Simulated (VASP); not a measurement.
# NbC (Fm-3m) in VASP: settings compared, part 2 of 2

VASP 6.6.1. The steps go on from the part before.

## 3. Single point, PBE+D4

This run uses another cell than the first one, of 11.08 Å³/atom, 1.041 times its volume.

File INCAR:

```
SYSTEM = NbC
PREC     = Accurate       ! precision mode
ENCUT    = 600            ! plane-wave cutoff, eV
EDIFF    = 1E-6           ! SCF threshold, eV
ISMEAR   = 0              ! smearing method
SIGMA    = 0.05           ! smearing width, eV
LREAL    = .FALSE.        ! projectors in reciprocal space
LASPH    = .TRUE.         ! aspherical terms in the spheres
NELM     = 120            ! most SCF steps
ALGO     = Normal         ! electronic algorithm
ISIF     = 2              ! what is computed and relaxed
LWAVE    = .FALSE.        ! write WAVECAR
LCHARG   = .FALSE.        ! write CHGCAR
GGA      = PE             ! functional
IVDW     = 13             ! dispersion correction
NBANDS   = 16             ! bands
GGA_COMPAT= .FALSE.
```

File KPOINTS:

```
Automatic mesh
0
G
  10 10 10
  0 0 0
```

File POSCAR:

```
NbC
1.0
    0.0000000000      2.2295761874      2.2295761874
    2.2295761874      0.0000000000      2.2295761874
    2.2295761874      2.2295761874      0.0000000000
Nb C
1 1
Direct
    0.0000000000      0.0000000000      0.0000000000
    0.5000000000      0.5000000000      0.5000000000
```

Potentials or basis: VASP PAW PBE potentials, release 64 (Nb_sv, C).

The run is started by

```
$ cat potpaw_PBE.64/Nb_sv/POTCAR potpaw_PBE.64/C/POTCAR > POTCAR
$ mpirun -np 1 vasp_std > vasp.out
```

OUTCAR:

```text
SYSTEM = NbC
   PREC = Accurate
   ENCUT = 600
   EDIFF = 1E-6
   ISMEAR = 0
   LREAL = .FALSE.
   LASPH = .TRUE.
   NELM = 120
   ISIF = 2
   GGA = PE
   IVDW = 13

 ion  position               nearest neighbor table
   1  0.000  0.000  0.000-   2 2.23   2 2.23   2 2.23   2 2.23   2 2.23   2 2.23
   2  0.500  0.500  0.500-   1 2.23   1 2.23   1 2.23   1 2.23   1 2.23   1 2.23

  LATTYP: Found a face centered cubic cell.
 ALAT       =     4.4591523748

  Lattice vectors:

 A1 = (   0.0000000000,   2.2295761874,   2.2295761874)
 A2 = (   2.2295761874,   0.0000000000,   2.2295761874)
 A3 = (   2.2295761874,   2.2295761874,   0.0000000000)
[... 642 lines left out ...]

  DFT-D4 for vdW energy calculation

  Edisp (eV):   -0.67626

  FORCE on cell =-STRESS in cart. coord.  units (eV):
  Direction    XX          YY          ZZ          XY          YZ          ZX
  --------------------------------------------------------------------------------------
  -------------------------------------------------------------------------------------
  Total      -0.08699    -0.08699    -0.08699    -0.00000    -0.00000    -0.00000
  in kB      -6.28788    -6.28788    -6.28788    -0.00000    -0.00000    -0.00000
  external pressure =       -6.29 kB  Pullay stress =        0.00 kB

 VOLUME and BASIS-vectors are now :
 -----------------------------------------------------------------------------
  energy-cutoff  :      600.00
  volume of cell :       22.17
      direct lattice vectors                 reciprocal lattice vectors
     0.000000000  2.229576187  2.229576187    -0.224257867  0.224257867  0.224257867
     2.229576187  0.000000000  2.229576187     0.224257867 -0.224257867  0.224257867
     2.229576187  2.229576187  0.000000000     0.224257867  0.224257867 -0.224257867

 POSITION                                       TOTAL-FORCE (eV/Angst)
 -----------------------------------------------------------------------------------
      0.00000      0.00000      0.00000        -0.000000     -0.000000     -0.000000
      2.22958      2.22958      2.22958         0.000000      0.000000      0.000000
 -----------------------------------------------------------------------------------
    total drift:                               -0.000000      0.000000      0.000000

  FREE ENERGIE OF THE ION-ELECTRON SYSTEM (eV)
  ---------------------------------------------------
  free  energy   TOTEN  =       -21.2280157760 eV

  energy  without entropy=      -21.2273032584  energy(sigma->0) =      -21.22765952
```

It took 18 s on 1 thread of Intel Xeon 6975P-C (Granite Rapids), shared host; peak memory 0.17 GiB.

Results:

- Free energy: -21.2280 eV
- Pressure: -0.6 GPa
- Dispersion energy per atom: -0.338 eV

Caveat: pairwise dispersion overbinds metals, which lowers pressure and volume.

## 4. Single point, PBE+D4 (volume scaled by 1.02)

File INCAR:

```
SYSTEM = NbC
ALGO     = Normal         ! electronic algorithm
EDIFF    = 1E-6           ! SCF threshold, eV
ENCUT    = 600            ! plane-wave cutoff, eV
GGA      = PE             ! functional
GGA_COMPAT= .False.      
ISIF     = 2              ! what is computed and relaxed
ISMEAR   = 0              ! smearing method
IVDW     = 13             ! dispersion correction
LASPH    = .True.         ! aspherical terms in the spheres
LCHARG   = .True.         ! write CHGCAR
LELF     = .True.         ! ELF
LREAL    = .False.        ! projectors in reciprocal space
LVHAR    = .True.       
LWAVE    = .False.        ! write WAVECAR
NBANDS   = 16             ! bands
NELM     = 120            ! most SCF steps
PREC     = Accurate       ! precision mode
SIGMA    = 0.05           ! smearing width, eV
```

File KPOINTS:

```
k-points
0
Gamma
  10 10 10
  0 0 0
```

File POSCAR:

```
NbC
1.0
    0.0000000000      2.2443420229      2.2443420229
    2.2443420229      0.0000000000      2.2443420229
    2.2443420229      2.2443420229      0.0000000000
Nb C
1 1
Direct
    0.0000000000      0.0000000000      0.0000000000
    0.5000000000      0.5000000000      0.5000000000
```

The run is started by

```
$ cat potpaw_PBE.64/Nb_sv/POTCAR potpaw_PBE.64/C/POTCAR > POTCAR
$ mpirun -np 1 vasp_std > vasp.out
```

Run time: 12 s. Hardware: 1 thread of Intel Xeon 6975P-C (Granite Rapids), shared host; peak memory 0.17 GiB.

It converged, with:

* Free energy: -21.2189 eV
* Pressure: -6.5 GPa
* Dispersion energy per atom: -0.331 eV

Levels at points of the mesh, in eV from the Fermi level:
```tsv
k point	band 5	band 6	band 7	band 8	band 9	band 10	band 11	band 12	band 13	band 14
(0.00, 0.00, 0.00)	-13.25	-1.15	-1.15	-1.15	-0.08	-0.08	-0.08	0.47	0.47	7.60
(0.50, 0.00, 0.00)	-9.65	-7.35	-4.92	-4.92	2.22	2.22	3.63	5.88	8.91	8.91
(0.50, 0.50, 0.00)	-11.89	-3.97	-3.72	-1.17	-1.17	2.08	3.30	3.30	6.45	9.95
```

Caveat: the cell differs from its parent crystal (volume scaled by 1.02); pairwise dispersion overbinds metals, which lowers pressure and volume.

## 5. Single point, PBE+D4 (volume scaled by 1.04)

File INCAR:

```
SYSTEM = NbC
ALGO = Normal ; EDIFF = 1E-6
ENCUT = 600 ; GGA = PE
GGA_COMPAT = .False. ; ISIF = 2
ISMEAR = 0 ; IVDW = 13
LASPH = .True. ; LCHARG = .False.
LREAL = .False. ; LWAVE = .False.
NBANDS = 16 ; NELM = 120
PREC = Accurate ; SIGMA = 0.05
```

KPOINTS is that of step 4.

File POSCAR:

```
NbC
1.0
    0.0000000000      2.2589160808      2.2589160808
    2.2589160808      0.0000000000      2.2589160808
    2.2589160808      2.2589160808      0.0000000000
Nb C
1 1
Direct
    0.0000000000      0.0000000000      0.0000000000
    0.5000000000      0.5000000000      0.5000000000
```

The run is started by

```
$ cat potpaw_PBE.64/Nb_sv/POTCAR potpaw_PBE.64/C/POTCAR > POTCAR
$ mpirun -np 1 vasp_std > vasp.out
```

It took 16 s on 1 thread of Intel Xeon 6975P-C (Granite Rapids), shared host; peak memory 0.16 GiB.

Results (log left out):

```yaml
Free_energy: -21.1942 eV
Pressure: -11.7 GPa
Dispersion_energy_per_atom: -0.324 eV
```

Levels at points of the mesh, in eV from the Fermi level:
| k point | band 7 | band 8 | band 9 | band 10 | band 11 | band 12 |
| --- | --- | --- | --- | --- | --- | --- |
| (0.00, 0.00, 0.00) | -1.12 | -1.12 | -0.06 | -0.06 | -0.06 | 0.46 |
| (0.50, 0.00, 0.00) | -4.82 | -4.82 | 2.16 | 2.16 | 3.53 | 5.83 |
| (0.50, 0.50, 0.00) | -3.71 | -1.17 | -1.17 | 2.01 | 3.19 | 3.19 |

Caveat: the cell differs from its parent crystal (volume scaled by 1.04); pairwise dispersion overbinds metals, which lowers pressure and volume.

## 6. Overview

| level | cell | gap on the mesh (eV) | pressure (GPa) |
| --- | --- | --- | --- |
| PBE | a = 3.111 Å, angles 60.0°, 2 atoms | none | 18.7 |
| PBE+D4 | a = 3.153 Å, angles 60.0°, 2 atoms | none | -0.6 |
| PBE+D4 | a = 3.174 Å, angles 60.0°, 2 atoms | none | -6.5 |
| PBE+D4 | a = 3.195 Å, angles 60.0°, 2 atoms | none | -11.7 |

Alike in all rows: task single point; potentials or basis VASP PAW PBE potentials, release 64 (Nb_sv, C); no spin polarisation; k mesh 10 × 10 × 10; cutoff (eV) 600; smearing gaussian 0.05 eV.

Caveats: pairwise dispersion overbinds metals, which lowers pressure and volume (some runs).

Absolute energies hang on the potentials; compare differences alone.
